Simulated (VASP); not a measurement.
Wanted: the native input for a VASP 6.6.1 run.

```yaml
Task: single point
Functional: PBE
Potentials_or_basis: VASP PAW PBE potentials, release 64 (Zn, S)
Cutoff: 520 eV
k_mesh: 8 × 8 × 2
Occupations: gaussian, width 0.05 eV
Spin: no spin polarisation
Dipole_correction: no
Further_INCAR_settings: ALGO = Normal; EDIFF = 1e-06; NBANDS = 46
```

The structure of ZnS lies in POSCAR:

```
ZnS
1.0
   -3.8467234448      0.0000000000      0.0000000000
   -1.9233617224     -3.3313602246      0.0000000000
   -0.7693446890      0.0000000000     12.5902250307
Zn S
4 4
Direct
    0.8687499306      1.0000000000      0.6562503469
   -0.0312500694      1.0000000000      0.1562503469
    0.1520884306      0.3333333333      0.9062245139
    0.5854217639      0.6666666667      0.4062245139
    0.8313020605      1.0000000000      0.8434896977
    0.9313020605      1.0000000000      0.3434896977
    0.3145662450      0.3333333333      0.0938354415
    0.5478995784      0.6666666667      0.5938354415
```

This cell differs from its parent crystal: the part above a cut slid along it.

The input as run:

INCAR

```
PREC = Accurate
ENCUT = 520
EDIFF = 1E-6
ISMEAR = 0
SIGMA = 0.05
LREAL = F
LASPH = T
NELM = 60
ALGO = Normal
ISIF = 2
LWAVE = F
LCHARG = F
GGA = PE
NBANDS = 46
```

KPOINTS

```
Automatic mesh
0
Gamma
  8 8 2
```

Potentials or basis: VASP PAW PBE potentials, release 64 (Zn, S).

The run is started by

```sh
$ cat potpaw_PBE.64/Zn/POTCAR potpaw_PBE.64/S/POTCAR > POTCAR
$ mpirun -np 1 vasp_std > vasp.out
```

Results of the run:

```
Pressure               : -0.1 GPa
Largest force          : 0.603 eV/Å
Band gap on the k mesh : 1.85 eV
```

Caveat: the cell differs from its parent crystal (the part above a cut slid along it).

Wall time 8.4 min on 1 thread of Intel(R) Xeon(R) Platinum 8488C (Sapphire Rapids), on a shared host, peak memory 0.51 GiB.
